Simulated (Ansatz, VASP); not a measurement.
# Ta in VASP and in Ansatz

```
Ta
1.0
    -1.62349    1.62349    1.62349
     1.62349   -1.62349    1.62349
     1.62349    1.62349   -1.62349
Ta
1
Direct
  0.00000 0.00000 0.00000
```

Alike in both runs: functional LDA; k mesh 8 × 8 × 8; occupations gaussian, width 0.1 eV; no spin polarisation.

Ansatz relaxed the structure, and its values are those at the end. VASP's run is a single point on that final structure, the one shown.

|  | VASP | Ansatz |
| --- | --- | --- |
| version | VASP 6.6.1 | Ansatz 0.2.0 |
| potentials or method | VASP PAW LDA potentials, release 64 (Ta_pv), cutoff 520 eV | scalar-relativistic, plane waves, PAW |
| valence electrons in the cell | 11 | 13 |

|  | VASP | Ansatz | Ansatz less VASP |
| --- | --- | --- | --- |
| gap on the k mesh at the Fermi level (eV) | none | none | - |
| pressure (GPa) | 1.0 | 0.0 | -1.00 |

Ansatz warns that its potentials were made for another functional, while VASP's fit it. LDA's correlation is that of Perdew and Zunger in VASP and of Perdew and Wang (1992) in Ansatz. A gap of «none» marks a metal or a gap that the smearing closes. VASP's potentials hold 11 valence electrons a cell and Ansatz's 13, so a difference there can come from the potentials and not from the codes.

Neither program's run includes spin-orbit coupling.
